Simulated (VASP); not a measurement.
A run of VASP 6.6.1 is set up as follows.

The input INCAR:

```
SYSTEM = WS3
PREC = Accurate
ENCUT = 520
EDIFF = 1E-7
ISMEAR = 0
SIGMA = 0.02
LREAL = .FALSE.
LASPH = .TRUE.
NELM = 60
ALGO = Normal
ISIF = 2
LWAVE = .FALSE.
LCHARG = .TRUE.
GGA = PE
LELF = .TRUE.
LVHAR = .TRUE.
NBANDS = 42
```

The input KPOINTS:

```
regular mesh
0
G
  3 3 10
  0 0 0
```

The input POSCAR:

```
WS3
1.0
    9.5697831387      0.0000000000      0.0000000000
   -4.7848915693      8.2876753069      0.0000000000
    0.0000000000      0.0000000000      2.9454817583
W S
2 6
Direct
    0.3333333333      0.6666666667      0.2121468176
    0.6666666667      0.3333333333      0.7121468176
    0.5516436534      0.8265937232      0.7618007334
    0.2749500698      0.4483563466      0.7618007334
    0.1734062768      0.7250499302      0.7618007334
    0.4483563466      0.1734062768      0.2618007334
    0.7250499302      0.5516436534      0.2618007334
    0.8265937232      0.2749500698      0.2618007334
```

Potentials or basis: VASP PAW PBE potentials, release 64 (W_sv, S).

Run with:

```bash
$ cat potpaw_PBE.64/W_sv/POTCAR potpaw_PBE.64/S/POTCAR > POTCAR
$ mpirun -np 1 vasp_std > vasp.out
```

Problem. What does it give for the pressure?

Solution. 0.1 GPa.

Problem. What does it give for the band gap on the k mesh?

Solution. 0.85 eV (least direct gap 0.90 eV).

Problem. Estimate the largest force.

Solution. 0.010 eV/Å.

Forces on the atoms (eV/Å):
```
W    0.000  0.000 -0.004
W    0.000  0.000 -0.004
S   -0.007 -0.007  0.001
S   -0.003  0.010  0.001
S    0.010 -0.002  0.001
S    0.007  0.007  0.001
S    0.003 -0.010  0.001
S   -0.010  0.002  0.001
```

Caveat: spin-orbit coupling is left out, which moves the levels of the heavy elements. A k mesh can miss the band edges.
